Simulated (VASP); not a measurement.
A run of VASP 6.6.1 is set up as follows.

File POSCAR:

```
Si
1.0
    0.0813913802      2.7221197378      2.7221197378
    2.7221197378      0.0813913802      2.7221197378
    2.8035111179      2.8035111179     -0.0000000001
Si
2
Direct
    0.2462513698      0.2462513698      0.2537486302
    0.0037486302      0.0037486302     -0.0037486302
```

File INCAR.step1:

```
SYSTEM = Si
ALGO = Normal ; EDIFF = 1E-5
ENCUT = 520 ; GGA = PE
ISIF = 2 ; ISMEAR = -1
LASPH = .True. ; LCHARG = .False.
LREAL = .False. ; LWAVE = .True.
NBANDS = 11 ; NELM = 100
PREC = Accurate ; SIGMA = 0.02
```

The input INCAR.step2:

```
SYSTEM = Si
ALGO = Normal ; EDIFF = 1E-7
ENCUT = 520 ; GGA = PE
HFSCREEN = 0.2079 ; ISIF = 2
ISMEAR = -1 ; ISTART = 1
LASPH = .True. ; LCHARG = .False.
LHFCALC = .True. ; LREAL = .False.
LWAVE = .False. ; NBANDS = 11
NELM = 100 ; PREC = Accurate
PRECFOCK = Normal ; SIGMA = 0.02
```

The input KPOINTS:

```
k-points
0
Gamma
  6 6 6
  0 0 0
```

Potentials or basis: VASP PAW PBE potentials, release 64 (Si).

The run is started by

```console
$ cat potpaw_PBE.64/Si/POTCAR > POTCAR
$ cp INCAR.step1 INCAR
$ mpirun -np 1 vasp_std > vasp.out
$ cp INCAR.step2 INCAR
$ mpirun -np 1 vasp_std > vasp.out
```

Q: What does it give for the largest force?

A: 0.008 eV/Å.

Q: What does it give for the band gap on the k mesh?

A: 0.56 eV (least direct gap 2.68 eV).

Forces in eV/Å, atoms in the order of the input:
```
Si   0.000  0.000  0.008
Si   0.000  0.000 -0.008
```

Caveat: the cell differs from its parent crystal (shear xy strain +6.0%); the PAW data sets were made with another functional, which shifts forces and pressure a little. A k mesh can miss the band edges.
